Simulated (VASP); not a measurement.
Write the native input for VASP 6.6.1 that does the following.

- Task: single point
- Functional: LDA
- Potentials or basis: VASP PAW LDA potentials, release 64 (K_sv, Cl)
- Cutoff: 520 eV
- k mesh: 4 × 4 × 4
- Occupations: gaussian, width 0.01 eV
- Spin: no spin polarisation
- Dipole correction: no
- Further INCAR settings: ALGO = Normal; EDIFF = 1e-06; NBANDS = 15

The structure of KCl lies in POSCAR:

```
KCl
1.0
    3.7711682852      0.0000000000      0.0000000000
    0.0000000000      3.7711682852      0.0000000000
    0.0000000000      0.0000000000      3.7711682852
K Cl
1 1
Direct
    0.0000000000      0.0000000000      0.0000000000
    0.5000000000      0.5000000000      0.5000000000
```

One way to write it, as run:

INCAR

```
ALGO     = Normal         # electronic algorithm
EDIFF    = 1E-6           # SCF threshold, eV
ENCUT    = 520            # plane-wave cutoff, eV
ISIF     = 2              # what is computed and relaxed
ISMEAR   = 0              # smearing method
LASPH    = T              # aspherical terms in the spheres
LCHARG   = F              # write CHGCAR
LREAL    = F              # projectors in reciprocal space
LWAVE    = F              # write WAVECAR
NBANDS   = 15             # bands
NELM     = 100            # most SCF steps
PREC     = Accurate       # precision mode
SIGMA    = 0.01           # smearing width, eV
```

KPOINTS

```
k-points
0
Gamma
  4 4 4
```

Potentials or basis: VASP PAW LDA potentials, release 64 (K_sv, Cl).

Run with:

```console
$ cat potpaw_LDA.64/K_sv/POTCAR potpaw_LDA.64/Cl/POTCAR > POTCAR
$ mpirun -np 1 vasp_std > vasp.out
```

Results of the run:

```json
{
 "Pressure": "-2.3 GPa",
 "Band gap on the k mesh": "4.59 eV, indirect (least direct gap 4.81 eV)"
}
```

Wall time 5.5 s on 1 thread of Intel(R) Xeon(R) Platinum 8375C CPU @ 2.90GHz (Ice Lake) (shared host), peak memory 0.14 GiB.
